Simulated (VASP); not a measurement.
Here is a VASP 6.6.1 calculation.

INCAR

```
SYSTEM = SnSe
  ALGO = Normal
  EDIFF = 1E-6
  ENCUT = 520
  GGA = CA
  ISIF = 2
  ISMEAR = 0
  LASPH = .True.
  LCHARG = .False.
  LREAL = .False.
  LWAVE = .False.
  NBANDS = 17
  NELM = 100
  PREC = Accurate
  SIGMA = 0.05
```

KPOINTS

```
k-points
0
Gamma
  8 8 8
  0 0 0
```

File POSCAR:

```
SnSe
1.0
    0.0000000000      2.9466477701      2.9466477701
    2.7256491873      0.0000000000      2.9466477701
    2.7256491873      2.9466477701      0.0000000000
Sn Se
1 1
Direct
    0.0000000000      0.0000000000      0.0000000000
    0.5000000000      0.5000000000      0.5000000000
```

Potentials or basis: VASP PAW LDA potentials, release 64 (Sn_d, Se).

Launch:

```sh
$ cat potpaw_LDA.64/Sn_d/POTCAR potpaw_LDA.64/Se/POTCAR > POTCAR
$ mpirun -np 1 vasp_std > vasp.out
```

Estimate the band gap on the k mesh.

0.44 eV, indirect (least direct gap 0.60 eV).

Estimate the pressure.

6.9 GPa.

Stress tensor (GPa, compression positive):
```
18.23  0.00  0.00
 0.00  1.18  0.00
 0.00  0.00  1.18
```

Caveat: the cell differs from its parent crystal (strain -0.0750 x Voigt [1, 0, 0, 0, 0, 0]); spin-orbit coupling is left out, which moves the levels of the heavy elements. A k mesh can miss the band edges.
